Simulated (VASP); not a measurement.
# TiPd (Pm-3m) in VASP: further runs

TiPd is run at these levels: LDA; tasks: vibrations by perturbation theory.

All numbers are computed with VASP 6.6.1; they aren't measurements. Logs are shortened: lines on timing, memory, paths and dates and some standing lists are left out, and cuts for length are marked.

## 1. The cell of the first run

Symmetry: Pm-3m, No. 221, cubic system. Conventional cell: a = 2.994 Å, b = 2.994 Å, c = 2.994 Å, α = 90.00°, β = 90.00°, γ = 90.00°. Ti (site symmetry m-3m) has 8 Pd at 2.59 Å and 6 Ti at 2.99 Å within 3.4 Å. Pd (site symmetry m-3m) has 8 Ti at 2.59 Å and 6 Pd at 2.99 Å within 3.4 Å.

## 2. Vibrations by perturbation theory, LDA

File INCAR:

```
SYSTEM = TiPd
PREC = Accurate
ENCUT = 520
EDIFF = 1E-8
ISMEAR = -1
SIGMA = 0.15
LREAL = .FALSE.
LASPH = .TRUE.
NELM = 60
ALGO = Normal
ISIF = 2
LWAVE = .FALSE.
LCHARG = .FALSE.
GGA = CA
IBRION = 8
NSW = 1
```

File KPOINTS:

```
regular mesh
0
G
  14 14 14
  0 0 0
```

File POSCAR:

```
TiPd
1.0
    2.9944024007      0.0000000000      0.0000000000
    0.0000000000      2.9944024007      0.0000000000
    0.0000000000      0.0000000000      2.9944024007
Ti Pd
1 1
Direct
    0.5000000000      0.5000000000      0.5000000000
    0.0000000000      0.0000000000      0.0000000000
```

Potentials or basis: VASP PAW LDA potentials, release 64 (Ti_sv, Pd).

Command:

```
$ cat potpaw_LDA.64/Ti_sv/POTCAR potpaw_LDA.64/Pd/POTCAR > POTCAR
$ mpirun -np 1 vasp_std > vasp.out
```

OUTCAR:

```text
SYSTEM = TiPd
   PREC = Accurate
   ENCUT = 520
   EDIFF = 1E-8
   ISMEAR = -1
   LREAL = .FALSE.
   LASPH = .TRUE.
   NELM = 60
   ISIF = 2
   GGA = CA
   IBRION = 8
   NSW = 1

 ion  position               nearest neighbor table
   1  0.500  0.500  0.500-   2 2.59   2 2.59   2 2.59   2 2.59   2 2.59   2 2.59   2 2.59   2 2.59

   2  0.000  0.000  0.000-   1 2.59   1 2.59   1 2.59   1 2.59   1 2.59   1 2.59   1 2.59   1 2.59

  LATTYP: Found a simple cubic cell.
 ALAT       =     2.9944024007

  Lattice vectors:

 A1 = (   2.9944024007,   0.0000000000,   0.0000000000)
 A2 = (   0.0000000000,   2.9944024007,   0.0000000000)
 A3 = (   0.0000000000,   0.0000000000,   2.9944024007)

Analysis of symmetry for initial positions (statically):
=====================================================================
 Subroutine PRICEL returns:
 Original cell was already a primitive cell.

 Routine SETGRP: Setting up the symmetry group for a
 simple cubic supercell.

 Subroutine GETGRP returns: Found 48 space group operations
 (whereof 48 operations were pure point group operations)
 out of a pool of 48 trial point group operations.

The static configuration has the point symmetry O_h .

Analysis of symmetry for dynamics (positions and initial velocities):
=====================================================================
 Subroutine PRICEL returns:
 Original cell was already a primitive cell.

 Routine SETGRP: Setting up the symmetry group for a
 simple cubic supercell.

 Subroutine GETGRP returns: Found 48 space group operations
 (whereof 48 operations were pure point group operations)
 out of a pool of 48 trial point group operations.

The dynamic configuration has the point symmetry O_h .

 Subroutine INISYM returns: Found 48 space group operations
 (whereof 48 operations are pure point group operations),
 and found     1 'primitive' translations

----------------------------------------------------------------------------------------

                                     Primitive cell

  volume of cell :      26.8491

  direct lattice vectors                    reciprocal lattice vectors
     2.994402401  0.000000000  0.000000000     0.333956451  0.000000000  0.000000000
     0.000000000  2.994402401  0.000000000     0.000000000  0.333956451  0.000000000
     0.000000000  0.000000000  2.994402401     0.000000000  0.000000000  0.333956451

  length of vectors
     2.994402401  2.994402401  2.994402401     0.333956451  0.333956451  0.333956451

  position of ions in fractional coordinates (direct lattice)
     0.500000000  0.500000000  0.500000000
     0.000000000  0.000000000  0.000000000

  ion indices of the primitive-cell ions
   primitive index   ion index
                 1           1
                 2           2

----------------------------------------------------------------------------------------

 KPOINTS: regular mesh

Automatic generation of k-mesh.
 Grid dimensions read from file:
 generate k-points for:   14   14   14

 Generating k-lattice:

  Cartesian coordinates                     Fractional coordinates (reciprocal lattice)
     0.023854032  0.000000000  0.000000000     0.071428571  0.000000000  0.000000000
     0.000000000  0.023854032  0.000000000     0.000000000  0.071428571  0.000000000
     0.000000000  0.000000000  0.023854032     0.000000000  0.000000000  0.071428571

  Length of vectors
     0.023854032  0.023854032  0.023854032

  Shift w.r.t. Gamma in fractional coordinates (k-lattice)
     0.000000000  0.000000000  0.000000000

 Subroutine IBZKPT returns following result:
 ===========================================

 Found    120 irreducible k-points:
[... 85 lines left out ...]

 number of electron      21.9999994 magnetization

 Free energy of the ion-electron system (eV)
  ---------------------------------------------------
  ext. energy  EPLUGINS =         0.00000000
  ---------------------------------------------------
  free energy    TOTEN  =       -15.89589433 eV

  energy without entropy =      -15.70258892  energy(sigma->0) =      -15.79924162

 E-fermi :  12.1487     XC(G=0): -13.6046

 val. band max:       12.1471962078   @ k =   0.3571   0.2857   0.0714
 cond. band min:      12.1554134335   @ k =   0.3571   0.3571   0.1429
 fundamental gap:      0.0082172257
 Fermi energy:        12.1486664352

 k-point     1 :       0.0000    0.0000    0.0000
  band No.  band energies     occupation
      1     -44.3571      2.00000
      2     -20.8713      2.00000
      3     -20.8713      2.00000
      4     -20.8713      2.00000
      5       3.9224      2.00000
      6       5.6815      2.00000
      7       5.6815      2.00000
      8       8.4829      2.00000
      9       8.4829      2.00000
     10       8.4829      2.00000
     11      12.7170      0.04425
     12      12.7170      0.04425
     13      14.8833      0.00000
     14      14.8833      0.00000
[... 401 lines left out ...]
      2     -21.1162      2.00000
      3     -20.9719      2.00000
      4     -20.8486      2.00000
      5       6.1110      2.00000
      6       6.6239      2.00000
      7       7.4839      2.00000
      8       7.7867      2.00000
      9       8.3339      2.00000
     10       8.8064      2.00000
     11      12.0260      1.38739
     12      12.1277      1.06986
     13      13.1338      0.00281
     14      13.4066      0.00046
     15      14.6805      0.00000

 [... further k-points ...]

------------------------ aborting loop because EDIFF is reached ----------------------------------------

  FORCE on cell =-STRESS in cart. coord.  units (eV):
  Direction    XX          YY          ZZ          XY          YZ          ZX
  --------------------------------------------------------------------------------------
  -------------------------------------------------------------------------------------
  Total        4.2615334      4.2615334      4.2615334      0.0000000     -0.0000000      0.0000000
  in kB      254.2997853    254.2997853    254.2997853      0.0000000     -0.0000000      0.0000000
  external PRESSURE =     254.2997853 kB  Pullay stress =       0.0000000 kB

 VOLUME and BASIS-vectors are now :
 -----------------------------------------------------------------------------
  energy-cutoff  :      520.00
  volume of cell :       26.85
      direct lattice vectors                 reciprocal lattice vectors
     2.994402401  0.000000000  0.000000000     0.333956451  0.000000000  0.000000000
     0.000000000  2.994402401  0.000000000     0.000000000  0.333956451  0.000000000
     0.000000000  0.000000000  2.994402401     0.000000000  0.000000000  0.333956451

 POSITION                                       TOTAL-FORCE (eV/Angst)
 -----------------------------------------------------------------------------------
      1.49720      1.49720      1.49720         0.000000      0.000000      0.000000
      0.00000      0.00000      0.00000         0.000000      0.000000      0.000000
 -----------------------------------------------------------------------------------
    total drift:                                0.000000      0.000000     -0.000000

  FREE ENERGIE OF THE ION-ELECTRON SYSTEM (eV)
  ---------------------------------------------------
  free  energy   TOTEN  =       -15.8958943287 eV

  energy  without entropy=      -15.7025889198  energy(sigma->0) =      -15.79924162

[... ionic steps 2 to 3 ...]

--------------------------------------- Ionic step        4  -------------------------------------------

------------------------ aborting loop because EDIFF is reached ----------------------------------------

[... ionic steps 5 to 6 ...]

--------------------------------------- Ionic step        7  -------------------------------------------

 Free energy of the ion-electron system (eV)
  ---------------------------------------------------
  ---------------------------------------------------
  free energy    TOTEN  =        -0.25052751 eV

  energy without entropy =       -0.25052754

------------------------ aborting loop because EDIFF is reached ----------------------------------------

 INTERNAL STRAIN TENSOR  FOR ION    2  DIRECTION 1   (eV/Angst):
 -----------------------------------------------------------------------------
     0.01916 -0.00000  0.00000
     0.00000 -0.01830  0.00000
     0.00000  0.00000 -0.01830

 INTERNAL STRAIN TENSOR FOR ION    2 for displacements in x,y,z  (eV/Angst):
          X           Y           Z          XY          YZ          ZX
  --------------------------------------------------------------------------------
  x     0.00000     0.00000     0.00000     0.00000     0.00000     0.00000
  y     0.00000     0.00000     0.00000     0.00000     0.00000     0.00000
  z     0.00000     0.00000     0.00000     0.00000     0.00000     0.00000

 SECOND DERIVATIVES (NOT SYMMETRIZED)
 ------------------------------------
               1X          1Y          1Z          2X          2Y          2Z
  1X    -6.461768    0.000000    0.000000    6.461768   -0.000000   -0.000000
  1Y     0.000000   -6.461768   -0.000000   -0.000000    6.461768    0.000000
  1Z     0.000000    0.000000   -6.461768   -0.000000   -0.000000    6.461768
  2X     6.457225   -0.000000    0.000000   -6.457225    0.000000   -0.000000
  2Y    -0.000000    6.457225    0.000000    0.000000   -6.457225    0.000000
  2Z    -0.000000   -0.000000    6.457225    0.000000    0.000000   -6.457225

 Eigenvectors and eigenvalues of the dynamical matrix
 ----------------------------------------------------

   1 f  =    6.914700 THz    43.446339 2PiTHz  230.649550 cm-1    28.596887 meV
             X         Y         Z           dx          dy          dz
      1.497201  1.497201  1.497201     0.000000    0.830570    0.000000
      0.000000  0.000000  0.000000    -0.000000   -0.556915    0.000000
[... 21 lines left out ...]
   6 f/i=    0.001125 THz     0.007067 2PiTHz    0.037517 cm-1     0.004652 meV
             X         Y         Z           dx          dy          dz
      1.497201  1.497201  1.497201     0.552168    0.071536   -0.012148
      0.000000  0.000000  0.000000     0.823490    0.106687   -0.018117

--------------------------------------------------------------------------------------------------------

 ELASTIC MODULI CONTR FROM IONIC RELAXATION (kBar)
 Direction    XX          YY          ZZ          XY          YZ          ZX
 --------------------------------------------------------------------------------
 XX           0.0000      0.0000      0.0000      0.0000      0.0000      0.0000
 YY           0.0000      0.0000      0.0000      0.0000      0.0000      0.0000
 ZZ           0.0000      0.0000      0.0000      0.0000      0.0000      0.0000
 XY           0.0000      0.0000      0.0000      0.0000      0.0000      0.0000
 YZ           0.0000      0.0000      0.0000      0.0000      0.0000      0.0000
 ZX           0.0000      0.0000      0.0000      0.0000      0.0000      0.0000
 --------------------------------------------------------------------------------
```

Run time: 11 min. Hardware: 1 thread of Intel Xeon 8259CL, shared host; peak memory 0.41 GiB.

Results:

```yaml
Highest_phonon_frequency_at_Γ: 231 cm⁻¹
```

Phonon frequencies in cm⁻¹ (negative: imaginary):
```
              q point        frequencies
(0.000, 0.000, 0.000)  0 0 0 231 231 231
```

Caveat: the cell stands under pressure or tension, which shifts response properties.

## 3. Vibrations by perturbation theory, LDA

This run uses another cell than the first one, of 14.37 Å³/atom.

File INCAR:

```
SYSTEM = TiPd
  PREC = Accurate
  ENCUT = 520
  EDIFF = 1E-8
  ISMEAR = -1
  SIGMA = 0.15
  LREAL = .FALSE.
  LASPH = .TRUE.
  NELM = 80
  ALGO = Fast
  ISIF = 2
  LWAVE = .FALSE.
  LCHARG = .TRUE.
  GGA = CA
  NBANDS = 18
  IBRION = 8
  NSW = 1
```

File KPOINTS:

```
Automatic mesh
0
G
  14 14 14
  0 0 0
```

File POSCAR:

```
TiPd
1.0
    3.0631644432      0.0000000000      0.0000000000
    0.0000000000      3.0631644432      0.0000000000
    0.0000000000      0.0000000000      3.0631644432
Ti Pd
1 1
Direct
    0.5000000000      0.5000000000      0.5000000000
    0.0000000000      0.0000000000      0.0000000000
```

Potentials or basis: VASP PAW LDA potentials, release 64 (Ti_sv, Pd).

Command:

```
$ cat potpaw_LDA.64/Ti_sv/POTCAR potpaw_LDA.64/Pd/POTCAR > POTCAR
$ mpirun -np 1 vasp_std > vasp.out
```

OUTCAR:

```text
SYSTEM = TiPd
   PREC = Accurate
   ENCUT = 520
   EDIFF = 1E-8
   ISMEAR = -1
   LREAL = .FALSE.
   LASPH = .TRUE.
   NELM = 80
   ISIF = 2
   GGA = CA
   IBRION = 8
   NSW = 1

 ion  position               nearest neighbor table
   1  0.500  0.500  0.500-   2 2.65   2 2.65   2 2.65   2 2.65   2 2.65   2 2.65   2 2.65   2 2.65

   2  0.000  0.000  0.000-   1 2.65   1 2.65   1 2.65   1 2.65   1 2.65   1 2.65   1 2.65   1 2.65

  LATTYP: Found a simple cubic cell.
 ALAT       =     3.0631644432

  Lattice vectors:

[... 760 lines left out ...]
               1X          1Y          1Z          2X          2Y          2Z
  1X    -4.654910    0.000000   -0.000000    4.654910   -0.000000    0.000000
  1Y     0.000000   -4.654910   -0.000000   -0.000000    4.654910    0.000000
  1Z    -0.000000   -0.000000   -4.654910    0.000000    0.000000    4.654910
  2X     4.637202    0.000000   -0.000000   -4.637202   -0.000000    0.000000
  2Y     0.000000    4.637202    0.000000   -0.000000   -4.637202   -0.000000
  2Z    -0.000000   -0.000000    4.637202    0.000000    0.000000   -4.637202

 Eigenvectors and eigenvalues of the dynamical matrix
 ----------------------------------------------------

   1 f  =    5.866031 THz    36.857357 2PiTHz  195.669719 cm-1    24.259942 meV
             X         Y         Z           dx          dy          dz
      1.531582  1.531582  1.531582     0.000000    0.830969    0.000000
      0.000000  0.000000  0.000000     0.000000   -0.556318    0.000000
[... 21 lines left out ...]
   6 f/i=    0.005168 THz     0.032472 2PiTHz    0.172388 cm-1     0.021373 meV
             X         Y         Z           dx          dy          dz
      1.531582  1.531582  1.531582     0.063712    0.094427   -0.544531
      0.000000  0.000000  0.000000     0.095166    0.141045   -0.813363

--------------------------------------------------------------------------------------------------------

 ELASTIC MODULI CONTR FROM IONIC RELAXATION (kBar)
 Direction    XX          YY          ZZ          XY          YZ          ZX
 --------------------------------------------------------------------------------
 XX           0.0000      0.0000      0.0000      0.0000      0.0000      0.0000
 YY           0.0000      0.0000      0.0000      0.0000      0.0000      0.0000
 ZZ           0.0000      0.0000      0.0000      0.0000      0.0000      0.0000
 XY           0.0000      0.0000      0.0000      0.0000      0.0000      0.0000
 YZ           0.0000      0.0000      0.0000      0.0000      0.0000      0.0000
 ZX           0.0000      0.0000      0.0000      0.0000      0.0000      0.0000
 --------------------------------------------------------------------------------
```

OSZICAR:

```text
N       E                     dE             d eps       ncg     rms          rms(c)
DAV:   1     0.193984407169E+03    0.19398E+03   -0.11239E+04  4320   0.141E+03
DAV:   2    -0.395344628729E+01   -0.19794E+03   -0.19221E+03  4484   0.372E+02
DAV:   3    -0.174559138507E+02   -0.13502E+02   -0.13334E+02  6562   0.882E+01
[... 82 lines left out ...]
RMM:  14    -0.251541648793E+00   -0.12982E-08   -0.11057E-06 25662   0.114E-03    0.295E-06
RMM:  15    -0.251541633439E+00    0.15354E-07   -0.10409E-06 26075   0.113E-03    0.963E-07
RMM:  16    -0.251541634603E+00   -0.11642E-08   -0.93936E-07 26128   0.112E-03    0.797E-07
RMM:  17    -0.251541633584E+00    0.10187E-08   -0.51441E-07 26135   0.112E-03    0.731E-07
RMM:  18    -0.251541635566E+00   -0.19813E-08   -0.11165E-06 26625   0.111E-03    0.825E-07
 Linear response finished
```

stdout:

```text
[... 28 lines left out ...]
 num prob  num prob  num prob  num prob  num prob  num prob  num prob  num prob  num prob  num prob  num prob  num prob  num prob  num prob  num prob  num prob  num prob  num prob  num prob  num prob  num prob  num prob  num prob  num prob  num
```

Run time: 12 min. Hardware: 1 thread of Intel Xeon 8259CL, shared host; peak memory 0.47 GiB.

Results:

```
Highest phonon frequency at Γ : 196 cm⁻¹
```

Phonon frequencies in cm⁻¹ (negative: imaginary):
```
              q point        frequencies
(0.000, 0.000, 0.000)  0 0 0 196 196 196
```

Caveat: the cell stands under pressure or tension, which shifts response properties.

(Part 1 of 2 ends here.)
